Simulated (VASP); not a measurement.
NiSb: relaxation of cell and atoms with PBE

NiSb:

```
CELL_PARAMETERS angstrom
3.27252 0.00000 0.00000
0.00000 3.27252 0.00000
0.00000 0.00000 3.27252
ATOMIC_POSITIONS crystal
Ni 0.00000 0.00000 0.00000
Sb 0.50000 0.50000 0.50000
```

| Quantity | Value |
| --- | --- |
| Program | VASP 6.6.1 |
| Task | relaxation of cell and atoms |
| Functional | PBE |
| Potentials or basis | VASP PAW PBE potentials, release 64 (Ni, Sb) |
| Cutoff | 600 eV |
| k mesh | 16 × 16 × 16 |
| Occupations | gaussian, width 0.1 eV |
| Spin | no spin polarisation |
| Dipole correction | no |
| Further INCAR settings | ALGO = Normal; EDIFF = 1e-06; IBRION = 2; EDIFFG = -0.01; NSW = 100; ISIF = 3 |

```json
{
 "Relaxed volume": "17.36 Å³/atom",
 "Relaxed cell": "a = 3.263 Å, b = 3.263 Å, c = 3.263 Å, α = 90.00°, β = 90.00°, γ = 90.00°",
 "Space group after relaxing (to 0.1 Å)": "Pm-3m (No. 221)",
 "Energy gained by relaxing": "0.5 meV/atom",
 "Ionic steps": "3",
 "Pressure after relaxing": "0.1 GPa",
 "Band gap on the k mesh": "zero (an odd number of electrons rules out a gap without spin polarisation)"
}
```

Step by step:
| step | energy change (eV) | largest force (eV/Å) | pressure (GPa) | volume (Å³) |
| --- | --- | --- | --- | --- |
| 1 | 0.0000 | 0.0000 | -0.96 | 35.05 |
| 2 | -0.0005 | 0.0000 | 0.76 | 34.52 |
| 3 | -0.0010 | 0.0000 | 0.06 | 34.73 |

Final structure:
```
CELL_PARAMETERS angstrom
3.26251 0.00000 0.00000
0.00000 3.26251 0.00000
0.00000 0.00000 3.26251
ATOMIC_POSITIONS crystal
Ni 0.00000 0.00000 0.00000
Sb 0.50000 0.50000 0.50000
```

Levels at points of the mesh, in eV from the Fermi level:
```csv
k point,band 5,band 6,band 7,band 8,band 9,band 10
"(0.00, 0.00, 0.00)",-1.30,-1.30,0.92,0.92,0.92,4.48
"(0.50, 0.00, 0.00)",-2.09,-1.29,-0.88,4.45,4.45,7.21
"(0.50, 0.50, 0.00)",-1.60,-1.60,-0.94,-0.61,0.33,4.87
"(0.50, 0.50, 0.50)",-0.92,-0.92,1.12,1.12,1.12,1.42
```

Run time: 4.7 min on 1 thread of Intel Xeon 8259CL, with other jobs on the host, peak memory 0.25 GiB.

Caveat: spin-orbit coupling is left out, which moves the levels of the heavy elements; an odd number of electrons without spin polarisation forces a metal; a magnetic or distorted state may lie lower. Spin polarisation is off, so any magnetic state and its effect on volume and gap are missing.
